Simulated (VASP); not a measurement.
Write the native input for VASP 6.6.1 that does the following.

- Task: single point
- Functional: PBE
- Potentials or basis: VASP PAW PBE potentials, release 64 (Hf_pv, Si)
- Cutoff: 520 eV
- k mesh: 3 × 3 × 3
- Occupations: gaussian, width 0.2 eV
- Spin: no spin polarisation
- Dipole correction: no
- Further INCAR settings: ALGO = Fast; EDIFF = 1e-06; NBANDS = 55

The structure of Hf4Si lies in POSCAR:

```
Hf4Si
1.0
    6.2470234999      0.0000000000      0.0000000000
    0.0000000000      6.2470234999      0.0000000000
    0.0000000000      0.0000000000      5.5420908306
Hf Si
8 2
Direct
    0.6621557384      0.1621557384      0.7484972277
    0.8378442616      0.6621557384      0.7484972277
    0.3378442616      0.1621557384      0.2515027723
    0.6621557384      0.8378442616      0.2515027723
    0.1621557384      0.3378442616      0.7484972277
    0.8378442616      0.3378442616      0.2515027723
    0.1621557384      0.6621557384      0.2515027723
    0.3378442616      0.8378442616      0.7484972277
    0.5000000000      0.5000000000      0.0000000000
    0.0000000000      0.0000000000      0.0000000000
```

These files were run (other wordings do the same):

INCAR

```
SYSTEM = Hf4Si
ALGO = Fast
EDIFF = 1E-6
ENCUT = 520
GGA = PE
ISIF = 2
ISMEAR = 0
LASPH = .TRUE.
LCHARG = .TRUE.
LELF = .TRUE.
LREAL = .FALSE.
LVHAR = .TRUE.
LWAVE = .FALSE.
NBANDS = 55
NELM = 80
PREC = Accurate
SIGMA = 0.2
```

KPOINTS

```
k-points
0
G
  3 3 3
  0 0 0
```

Potentials or basis: VASP PAW PBE potentials, release 64 (Hf_pv, Si).

Command:

```console
$ cat potpaw_PBE.64/Hf_pv/POTCAR potpaw_PBE.64/Si/POTCAR > POTCAR
$ mpirun -np 1 vasp_std > vasp.out
```

Results of the run:

```json
{
 "Pressure": "-0.2 GPa",
 "Largest force": "0.103 eV/Å",
 "Band gap on the k mesh": "zero (bands 44 and 45 overlap by 0.27 eV)"
}
```

Caveat: the k points lie up to 0.38 Å⁻¹ apart; spin-orbit coupling is left out, which moves the levels of the heavy elements.

It took 3.9 min on 1 thread of Intel Xeon 8259CL (shared host), peak memory 0.32 GiB.
